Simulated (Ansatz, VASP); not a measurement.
## One calculation of F, two programs

The input INCAR:

```
PREC     = Accurate       # precision mode
ENCUT    = 520            # plane-wave cutoff, eV
EDIFF    = 1E-6           # SCF threshold, eV
ISMEAR   = -1             # smearing method
SIGMA    = 0.05           # smearing width, eV
LREAL    = False          # projectors in reciprocal space
LASPH    = True           # aspherical terms in the spheres
NELM     = 100            # most SCF steps
ALGO     = Normal         # electronic algorithm
ISIF     = 2              # what is computed and relaxed
LWAVE    = False          # write WAVECAR
LCHARG   = False          # write CHGCAR
GGA      = PE             # functional
NBANDS   = 22             # bands
```

File KPOINTS:

```
Automatic mesh
0
Gamma
  9 9 4
```

The input POSCAR:

```
F
1.0
    3.0218743518     -1.8206923869      0.1460333170
    3.0218743518      1.8206923869      0.1460333170
   -1.3085458068      0.0000000000      6.7316942138
F
4
Direct
    0.9236106942      0.5862237664      0.0928428741
    0.4137762336      0.0763893058      0.4071571259
    0.0763893058      0.4137762336      0.9071571259
    0.5862237664      0.9236106942      0.5928428741
```

Input for Ansatz:

```yaml
crystal:
  lattice:
    - [3.0218743518, -1.8206923869, 0.146033317]
    - [3.0218743518, 1.8206923869, 0.146033317]
    - [-1.3085458068, 0.0, 6.7316942138]
  atoms:
    - { symbol: F, position: [0.9236106942, 0.5862237664, 0.0928428741] }
    - { symbol: F, position: [0.4137762336, 0.0763893058, 0.4071571259] }
    - { symbol: F, position: [0.0763893058, 0.4137762336, 0.9071571259] }
    - { symbol: F, position: [0.5862237664, 0.9236106942, 0.5928428741] }
hamiltonian:
  xc: pbe
  pseudopotentials:
    kind: paw
    azcp:
      F: "pseudopotentials/F.paw.azcp"
basis:
  ecutwfc: 420
  fft_grid_basis: typed
kpoints:
  mp_grid: { grid: [9, 9, 4], shift: [0, 0, 0] }
magnetization:
  spin_polarized: false
scf:
  occupations: { method: fermi_dirac, width: 0.05 }
  lower_state_search: "off"
output:
  stress: true
```

Alike in both runs: task single point; functional PBE; k mesh 9 × 9 × 4; occupations fermi-dirac, width 0.05 eV; no spin polarisation.

```csv
,VASP,Ansatz
version,VASP 6.6.1,Ansatz 0.2.0
potentials or method,"VASP PAW PBE potentials, release 64 (F), cutoff 520 eV","plane waves (420 eV) with PAW, scalar-relativistic"
valence electrons in the cell,28,28
```

|  | VASP | Ansatz | Ansatz less VASP |
| --- | --- | --- | --- |
| pressure (GPa) | 1.9 | 1.5 | -0.33 |
| traceless stress, the component that is largest in VASP (GPa) | 3.19 | 2.01 | -1.174 |
